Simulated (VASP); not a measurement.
Write the native input for VASP 6.6.1 that does the following.

* Task: single point
* Functional: PBE
* Potentials or basis: VASP PAW PBE potentials, release 64 (Si, C)
* Cutoff: 520 eV
* k mesh: 12 × 12 × 4
* Occupations: gaussian, width 0.05 eV
* Spin: no spin polarisation
* Dipole correction: no
* Further INCAR settings: ALGO = Normal; EDIFF = 1e-06; NBANDS = 26

The structure of SiC lies in POSCAR:

```
SiC
1.0
    3.0941201807      0.0000000000      0.0000000000
   -1.5470600903      2.6795866789      0.0000000000
    0.0000000000      0.0000000000     10.1293391985
Si C
4 4
Direct
    0.6666666667      0.3333333333      0.9378441878
    0.3333333333      0.6666666667      0.4378441878
    0.0000000000      0.0000000000      0.6878995565
    0.0000000000      0.0000000000      0.1878995565
    0.6666666667      0.3333333333      0.7584457192
    0.3333333333      0.6666666667      0.2584457192
    0.0000000000      0.0000000000      0.5090860831
    0.0000000000      0.0000000000      0.0090860831
```

This cell differs from its parent crystal: all C atoms moved +0.087 Å, as atom 5 along Cartesian [0 0 1].

The input as run:

INCAR

```
SYSTEM = SiC
PREC = Accurate
ENCUT = 520
EDIFF = 1E-6
ISMEAR = 0
SIGMA = 0.05
LREAL = .False.
LASPH = .True.
NELM = 60
ALGO = Normal
ISIF = 2
LWAVE = .False.
LCHARG = .True.
GGA = PE
LELF = .True.
LVHAR = .True.
NBANDS = 26
```

KPOINTS

```
regular mesh
0
Gamma
  12 12 4
  0 0 0
```

Potentials or basis: VASP PAW PBE potentials, release 64 (Si, C).

The run is started by

```bash
$ cat potpaw_PBE.64/Si/POTCAR potpaw_PBE.64/C/POTCAR > POTCAR
$ mpirun -np 1 vasp_std > vasp.out
```

Results of the run:

| Property | Result |
| --- | --- |
| Pressure | 0.8 GPa |
| Largest force | 1.900 eV/Å |
| Band gap on the k mesh | 1.90 eV, indirect (least direct gap 2.98 eV) |

Caveat: the cell differs from its parent crystal (all C atoms moved +0.087 Å, as atom 5 along Cartesian [0 0 1]); forces of over 1 eV/Å act on the atoms, so gaps and moduli don't describe the material at rest.

Run time: 67 s on 1 thread of Intel(R) Xeon(R) Platinum 8488C (Sapphire Rapids), with other jobs on the host, peak memory 0.25 GiB.
